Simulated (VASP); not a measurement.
# Ca3Mg (Fm-3m) in VASP: a series of runs

Ca3Mg is run at these levels: LDA; tasks: single point, relaxation of cell and atoms.

All numbers are computed with VASP 6.6.1; they aren't measurements. Logs are shortened: lines on timing, memory, paths and dates and some standing lists are left out, and cuts for length are marked.

### Step 1. The cell of the first run

The structure is cubic, space group Fm-3m (No. 225). Conventional cell: a = 8.058 Å, b = 8.058 Å, c = 8.058 Å, α = 90.00°, β = 90.00°, γ = 90.00°. Within 4.6 Å of Ca (site symmetry m-3m) lie 8 Ca at 3.49 Å and 6 Mg at 4.03 Å. Ca (site symmetry -43m) has 10 Ca at 3.49 to 4.03 Å and 4 Mg at 3.49 Å within 4.6 Å. Mg (site symmetry m-3m) has 14 Ca at 3.49 to 4.03 Å within 4.6 Å.

### Step 2. Single point, LDA

The input, INCAR:

```
SYSTEM = Ca3Mg
  PREC = Accurate
  ENCUT = 520
  EDIFF = 1E-6
  ISMEAR = -1
  SIGMA = 0.1
  LREAL = .False.
  LASPH = .True.
  NELM = 100
  ALGO = Normal
  ISIF = 2
  LWAVE = .False.
  LCHARG = .False.
  GGA = CA
  NBANDS = 24
```

The input, KPOINTS:

```
regular mesh
0
Gamma
  5 5 5
  0 0 0
```

The input, POSCAR:

```
Ca3Mg
1.0
    0.0000000000      4.0292371055      4.0292371055
    4.0292371055      0.0000000000      4.0292371055
    4.0292371055      4.0292371055      0.0000000000
Ca Mg
3 1
Direct
    0.5000000000      0.5000000000      0.5000000000
    0.2500000000      0.2500000000      0.2500000000
    0.7500000000      0.7500000000      0.7500000000
    0.0000000000      0.0000000000      0.0000000000
```

Potentials or basis: VASP PAW LDA potentials, release 64 (Ca_sv, Mg).

The run is started by

```sh
cat potpaw_LDA.64/Ca_sv/POTCAR potpaw_LDA.64/Mg/POTCAR > POTCAR
mpirun -np 1 vasp_std > vasp.out
```

OUTCAR:

```text
SYSTEM = Ca3Mg
   PREC = Accurate
   ENCUT = 520
   EDIFF = 1E-6
   ISMEAR = -1
   LREAL = .False.
   LASPH = .True.
   NELM = 100
   ISIF = 2
   GGA = CA

 ion  position               nearest neighbor table
   1  0.500  0.500  0.500-
   2  0.250  0.250  0.250-
   3  0.750  0.750  0.750-
   4  0.000  0.000  0.000-

  LATTYP: Found a face centered cubic cell.
 ALAT       =     8.0584742110

  Lattice vectors:

 A1 = (   0.0000000000,   4.0292371055,   4.0292371055)
 A2 = (   4.0292371055,   0.0000000000,   4.0292371055)
 A3 = (   4.0292371055,   4.0292371055,   0.0000000000)

Analysis of symmetry for initial positions (statically):
=====================================================================
 Subroutine PRICEL returns:
 Original cell was already a primitive cell.

 Routine SETGRP: Setting up the symmetry group for a
 face centered cubic supercell.

 Subroutine GETGRP returns: Found 48 space group operations
 (whereof 48 operations were pure point group operations)
 out of a pool of 48 trial point group operations.

The static configuration has the point symmetry O_h .

Analysis of symmetry for dynamics (positions and initial velocities):
=====================================================================
 Subroutine PRICEL returns:
 Original cell was already a primitive cell.

 Routine SETGRP: Setting up the symmetry group for a
 face centered cubic supercell.

 Subroutine GETGRP returns: Found 48 space group operations
 (whereof 48 operations were pure point group operations)
 out of a pool of 48 trial point group operations.

The dynamic configuration has the point symmetry O_h .

 Subroutine INISYM returns: Found 48 space group operations
 (whereof 48 operations are pure point group operations),
 and found     1 'primitive' translations

----------------------------------------------------------------------------------------

                                     Primitive cell

  volume of cell :     130.8273

  direct lattice vectors                    reciprocal lattice vectors
[... 68 lines left out ...]
   ISTART =      0    job   : 0-new  1-cont  2-samecut
   ICHARG =      2    charge: 1-file 2-atom 10-const
   ISPIN  =      1    spin polarized calculation?
   LNONCOLLINEAR =      F non collinear calculations
   LSORBIT =      F    spin-orbit coupling
   LASPH  =      T    aspherical Exc in radial PAW
   ENCUT  =  520.0 eV  38.22 Ry    6.18 a.u.  10.59 10.59 10.59*2*pi/ulx,y,z
   NELM   =    100;   NELMIN=  2; NELMDL= -5     # of ELM steps
   EDIFF  = 0.1E-05   stopping-criterion for ELM
   LREAL  =      F    real-space projection
   EDIFFG = 0.1E-04   stopping-criterion for IOM
   NSW    =      0    number of steps for IOM
   IBRION =     -1    ionic relax: 0-MD 1-quasi-New 2-CG
   NFREE  =      0    steps in history (QN), initial steepest desc. (CG)
   ISIF   =      2    stress and relaxation
   ISYM   =      2    0-nonsym 1-usesym 2-fastsym
   POTIM  = 0.5000    time-step for ionic-motion
   TEBEG  =    0.0;   TEEND  =   0.0 temperature during run
   PSTRESS=    0.0 pullay stress
   NELECT =      32.0000    total number of electrons
   NUPDOWN=      -1.0000    fix difference up-down
   EMIN   =  10.00;   EMAX   =-10.00  energy-range for DOS
   EFERMI =   0.00;   METHOD = LEGACY
   ISMEAR =    -1;   SIGMA  =   0.10  broadening in eV -4-tet -1-fermi 0-gaus
   EFERMI_NEDOS =   21; number of points for ismear=-14 and -15
   IALGO  =     38    algorithm
   IMIX   =      4    mixing-type and parameters
     AMIX     =   0.40;   BMIX     =  1.00
     AMIX_MAG =   1.60;   BMIX_MAG =  1.00
  volume/ion in A,a.u.               =      32.71       220.72
  Fermi-wavevector in a.u.,A,eV,Ry     =   1.023824  1.934747 14.261841  1.048216
  Thomas-Fermi vector in A             =   2.157578
   LORBIT       =      0    0 simple, 1 ext, 2 COOP (PROOUT), +10 PAW based schemes
   GGA     = CA    functional components
   LHFCALC =     F    Hartree Fock is set to
   AEXX    =    0.0000 exact exchange contribution
   IVDW    =     0    specifies the selected vdW correction
   LEPSILON=     F    determine dielectric tensor
   LRPA    =     F    only Hartree local field effects (RPA)
 non-spin polarized calculation
  energy-cutoff  :      520.00
  volume of cell :      130.83
 maximum number of plane-waves:      3557
 NGX is ok and might be reduce to    42
   NGX = 21   NGY = 21   NGZ = 21

 number of electron      32.0000006 magnetization

 Free energy of the ion-electron system (eV)
  ---------------------------------------------------
  ext. energy  EPLUGINS =         0.00000000
  ---------------------------------------------------
  free energy    TOTEN  =        -8.59177548 eV

  energy without entropy =       -8.40042730  energy(sigma->0) =       -8.49610139

 E-fermi :   2.3390     XC(G=0):  -8.5343

 val. band max:        2.3298885528   @ k =   0.4000   0.2000   0.0000
 cond. band min:       2.3681605150   @ k =   0.2000   0.2000   0.0000
 fundamental gap:      0.0382719622
 Fermi energy:         2.3389529065

 k-point     1 :       0.0000    0.0000    0.0000
  band No.  band energies     occupation
      1     -38.8967      2.00000
      2     -38.7262      2.00000
      3     -38.7215      2.00000
      4     -20.2469      2.00000
      5     -20.2469      2.00000
      6     -20.2469      2.00000
[... 259 lines left out ...]
     23       4.6385      0.00000
     24       5.3120      0.00000

------------------------ aborting loop because EDIFF is reached ----------------------------------------

  FORCE on cell =-STRESS in cart. coord.  units (eV):
  Direction    XX          YY          ZZ          XY          YZ          ZX
  --------------------------------------------------------------------------------------
  -------------------------------------------------------------------------------------
  Total       -0.1476880     -0.1476880     -0.1476880      0.0000000      0.0000000      0.0000000
  in kB       -1.8086621     -1.8086621     -1.8086621      0.0000000      0.0000000      0.0000000
  external PRESSURE =      -1.8086621 kB  Pullay stress =       0.0000000 kB

 VOLUME and BASIS-vectors are now :
 -----------------------------------------------------------------------------
  energy-cutoff  :      520.00
  volume of cell :      130.83
      direct lattice vectors                 reciprocal lattice vectors
     0.000000000  4.029237106  4.029237106    -0.124092970  0.124092970  0.124092970
     4.029237106  0.000000000  4.029237106     0.124092970 -0.124092970  0.124092970
     4.029237106  4.029237106  0.000000000     0.124092970  0.124092970 -0.124092970

 POSITION                                       TOTAL-FORCE (eV/Angst)
 -----------------------------------------------------------------------------------
      4.02924      4.02924      4.02924        -0.000000     -0.000000     -0.000000
      2.01462      2.01462      2.01462        -0.000000     -0.000000     -0.000000
      6.04386      6.04386      6.04386         0.000000      0.000000      0.000000
      0.00000      0.00000      0.00000        -0.000000     -0.000000     -0.000000
 -----------------------------------------------------------------------------------
    total drift:                               -0.000000     -0.000000      0.000000

  FREE ENERGIE OF THE ION-ELECTRON SYSTEM (eV)
  ---------------------------------------------------
  free  energy   TOTEN  =        -8.5917754805 eV

  energy  without entropy=       -8.4004273037  energy(sigma->0) =       -8.49610139
```

OSZICAR:

```text
N       E                     dE             d eps       ncg     rms          rms(c)
DAV:   1     0.286371744905E+03    0.28637E+03   -0.15284E+04   480   0.120E+03
DAV:   2     0.841862711330E+01   -0.27795E+03   -0.27224E+03   520   0.358E+02
DAV:   3    -0.754482174312E+01   -0.15963E+02   -0.15595E+02   944   0.632E+01
DAV:   4    -0.866558388733E+01   -0.11208E+01   -0.11141E+01   720   0.164E+01
DAV:   5    -0.871259825918E+01   -0.47014E-01   -0.47002E-01   776   0.290E+00    0.408E+00
DAV:   6    -0.861474866446E+01    0.97850E-01   -0.17216E-01   624   0.250E+00    0.252E+00
DAV:   7    -0.859466340585E+01    0.20085E-01   -0.88334E-02   680   0.220E+00    0.480E-01
DAV:   8    -0.859170098127E+01    0.29624E-02   -0.13806E-02   576   0.782E-01    0.538E-02
DAV:   9    -0.859177590796E+01   -0.74927E-04   -0.12325E-03   816   0.214E-01    0.347E-02
DAV:  10    -0.859177716315E+01   -0.12552E-05   -0.97440E-05   688   0.864E-02    0.249E-02
DAV:  11    -0.859177580241E+01    0.13607E-05   -0.38851E-05   624   0.609E-02    0.876E-03
DAV:  12    -0.859177548048E+01    0.32193E-06   -0.26652E-06   552   0.113E-02
   1 F= -.85917755E+01 E0= -.84961014E+01  d E =-.191348E+00
```

stdout:

```text
POSCAR found type information on POSCAR CaMg
 POSCAR found :  2 types and       4 ions
 scaLAPACK will be used
 LDA part: xc-table for (Slater(with rela. corr.)+CA(PZ))
 , standard interpolation
 POSCAR, INCAR and KPOINTS ok, starting setup
 FFT: planning ... GRIDC
 FFT: planning ... GRID_SOFT
 FFT: planning ... GRID
 WAVECAR not read
 entering main loop
```

Run time: 34 s. Hardware: 1 thread of AMD EPYC 7R43 (Zen 3), shared host; peak memory 0.18 GiB.

What came out:

```yaml
Free_energy: -8.5918 eV
Pressure: -0.2 GPa
Band_gap_on_the_k_mesh: zero (band 16 reaches 2.38 eV, above the bottom of band 17 at 2.32 eV)
```

Levels at points of the mesh, in eV from the Fermi level:
| k point | band 13 | band 14 | band 15 | band 16 | band 17 | band 18 | band 19 | band 20 |
| --- | --- | --- | --- | --- | --- | --- | --- | --- |
| (0.00, 0.00, 0.00) | -4.74 | 0.05 | 0.05 | 0.05 | 0.28 | 0.28 | 1.01 | 1.01 |

### Step 3. Relaxation of cell and atoms, LDA

This run uses another cell than the first one, of 35.99 Å³/atom, 1.100 times its volume.

The input, INCAR:

```
PREC     = Accurate       # precision mode
ENCUT    = 600            # plane-wave cutoff, eV
EDIFF    = 1E-6           # SCF threshold, eV
ISMEAR   = -1             # smearing method
SIGMA    = 0.1            # smearing width, eV
LREAL    = F              # projectors in reciprocal space
LASPH    = T              # aspherical terms in the spheres
NELM     = 100            # most SCF steps
ALGO     = Normal         # electronic algorithm
ISIF     = 3              # what is computed and relaxed
LWAVE    = F              # write WAVECAR
LCHARG   = F              # write CHGCAR
GGA      = CA             # functional
IBRION   = 2              # ionic algorithm
NSW      = 50             # ionic steps
EDIFFG   = -0.03          # ionic threshold
```

The input, KPOINTS:

```
regular mesh
0
Gamma
  5 5 5
```

The input, POSCAR:

```
Ca3Mg
1.0
    0.0000000000      4.1599250000      4.1599250000
    4.1599250000      0.0000000000      4.1599250000
    4.1599250000      4.1599250000      0.0000000000
Ca Mg
3 1
Direct
    0.5000000000      0.5000000000      0.5000000000
    0.2500000000      0.2500000000      0.2500000000
    0.7500000000      0.7500000000      0.7500000000
    0.0000000000      0.0000000000      0.0000000000
```

Potentials or basis: VASP PAW LDA potentials, release 64 (Ca_sv, Mg).

The run is started by

```sh
cat potpaw_LDA.64/Ca_sv/POTCAR potpaw_LDA.64/Mg/POTCAR > POTCAR
mpirun -np 1 vasp_std > vasp.out
```

It took 1.9 min on 1 thread of AMD EPYC 7R43 (Zen 3), shared host; peak memory 0.24 GiB.

The run converged. Its results:

```
Free energy                            : -8.5932 eV
Relaxed volume                         : 32.55 Å³/atom
Relaxed cell                           : a = 5.689 Å, b = 5.689 Å, c = 5.689 Å, α = 60.00°, β = 60.00°, γ = 60.00°
Space group after relaxing (to 0.05 Å) : Fm-3m (No. 225)
Energy gained by relaxing              : 23.3 meV/atom
Ionic steps                            : 3
Pressure after relaxing                : 0.0 GPa
Band gap on the k mesh                 : zero (band 16 reaches 2.40 eV, above the bottom of band 17 at 2.35 eV)
```

Step by step:
```csv
step,energy change (eV),largest force (eV/Å),pressure (GPa),volume (Å³)
1,0.0000,0.0000,-1.98,143.97
2,-0.0804,0.0000,-0.81,134.91
3,-0.0933,0.0000,-0.05,130.19
```

Final structure:
```
Ca Mg
1.0
     0.00000    4.02272    4.02272
     4.02272    0.00000    4.02272
     4.02272    4.02272    0.00000
Ca Mg
3 1
Direct
  0.50000 0.50000 0.50000
  0.25000 0.25000 0.25000
  0.75000 0.75000 0.75000
  0.00000 0.00000 0.00000
```

Levels at points of the mesh, in eV from the Fermi level:
| k point | band 14 | band 15 | band 16 | band 17 | band 18 | band 19 |
| --- | --- | --- | --- | --- | --- | --- |
| (0.00, 0.00, 0.00) | 0.04 | 0.04 | 0.04 | 0.27 | 0.27 | 1.01 |
